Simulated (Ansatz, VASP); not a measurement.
**B in VASP and in Ansatz**

```
B
1.0
     2.51443    0.00000    0.00000
     0.00000    2.51443    0.00000
     0.00000    0.00000    3.49349
B
3
Cartesian
  1.2572 1.2572 0.7675
  1.2572 1.2572 2.7260
  0.0000 0.0000 0.0000
```

Alike in both runs: task single point; functional PBE; k mesh 6 × 6 × 6; occupations gaussian, width 0.1 eV; no spin polarisation.

```csv
,VASP,Ansatz
version,VASP 6.6.1,Ansatz 0.2.0
potentials or method,"VASP PAW PBE potentials, release 64 (B), cutoff 520 eV","scalar-relativistic, plane waves, PAW"
valence electrons in the cell,9,9
```

|  | VASP | Ansatz | Ansatz less VASP |
| --- | --- | --- | --- |
| gap on the k mesh at the Fermi level (eV) | none | none | - |
| pressure (GPa) | 3.4 | 3.3 | -0.12 |
| traceless stress, the component that is largest in VASP (GPa) | 7.69 | 7.58 | -0.105 |
| rms of the force components (eV/Å) | 2.444 | 2.425 | -0.0190 |

Atom by atom the forces differ by 0.019 eV/Å (rms over components). A gap of «none» marks a metal or a gap that the smearing closes.

The k mesh is coarse, so the values compare programs but aren't converged.
